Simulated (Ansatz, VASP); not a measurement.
## One calculation of Ti3SiO8, two programs

```
Ti O Si
1.0
     3.17875   -3.17026    0.00000
     3.17875    3.17026    0.00000
     0.00000    0.00000    5.78671
Ti O Si
3 8 1
Direct
  0.50000 0.50000 0.00000
  0.00000 0.00000 0.74401
  0.00000 0.00000 0.25599
  0.19508 0.19508 0.00000
  0.80492 0.80492 0.00000
  0.68781 0.31219 0.72956
  0.31219 0.68781 0.72956
  0.20955 0.20955 0.50000
  0.79045 0.79045 0.50000
  0.68781 0.31219 0.27044
  0.31219 0.68781 0.27044
  0.50000 0.50000 0.50000
```

Alike in both runs: task single point; functional r2SCAN; k mesh 6 × 6 × 4; no spin polarisation.

|  | VASP | Ansatz |
| --- | --- | --- |
| version | VASP 6.6.1 | Ansatz 0.2.0 |
| potentials or method | VASP PAW PBE potentials, release 64 (Ti_sv, O, Si) | plane waves, PAW |
| plane-wave cutoff (eV) | 520 | 500 |
| occupations | gaussian, width 0.01 eV | fixed |
| valence electrons in the cell | 88 | 88 |

|  | VASP | Ansatz | Ansatz less VASP |
| --- | --- | --- | --- |
| gap on the k mesh at the Fermi level (eV) | 1.99 | 1.97 | -0.014 |
| pressure (GPa) | 1.1 | 0.0 | -1.08 |
| rms of the force components (eV/Å) | 0.020 | 0.000 | -0.0200 |

VASP's potentials were made for PBE, not for r2SCAN.
